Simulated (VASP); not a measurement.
TaN: single point with PBEsol

The system is TaN.

```
CELL_PARAMETERS angstrom
2.94289 0.00000 0.00000
-1.47144 2.54861 0.00000
0.00000 0.00000 2.72070
ATOMIC_POSITIONS crystal
Ta 0.33333 0.66667 0.50000
N 0.00000 0.00000 0.00000
```

This cell differs from its parent crystal: volume 10.203 Å^3 an atom, c/a of the conventional cell 0.9245.

```
Program             : VASP 6.6.1
Task                : single point
Functional          : PBEsol
Potentials or basis : VASP PAW PBE potentials, release 64 (Ta_pv, N)
Cutoff              : 520 eV
k mesh              : 21 × 21 × 18
Occupations         : gaussian, width 0.15 eV
Spin                : no spin polarisation
```

| Item | Value |
| --- | --- |
| Pressure | 20.1 GPa |
| Band gap on the k mesh | zero (band 8 reaches 9.15 eV, above the bottom of band 9 at 8.62 eV) |

Stress tensor (GPa, compression positive):
```
 4.72  0.00  0.00
 0.00  4.72  0.00
 0.00  0.00 50.99
```

Levels at points of the mesh, in eV from the Fermi level:
| k point | band 6 | band 7 | band 8 | band 9 | band 10 | band 11 |
| --- | --- | --- | --- | --- | --- | --- |
| (0.00, 0.00, 0.00) | -5.30 | -4.42 | -2.57 | 2.14 | 4.20 | 4.20 |
| (0.00, 0.00, 0.50) | -4.44 | -4.44 | -0.06 | -0.06 | 3.00 | 3.00 |

Run time: 58 s on 1 thread of Intel(R) Xeon(R) Platinum 8488C (Sapphire Rapids), on a shared host, peak memory 0.26 GiB.

Caveat: the PAW data sets were made with another functional, which shifts forces and pressure a little; spin-orbit coupling is left out, which moves the levels of the heavy elements.
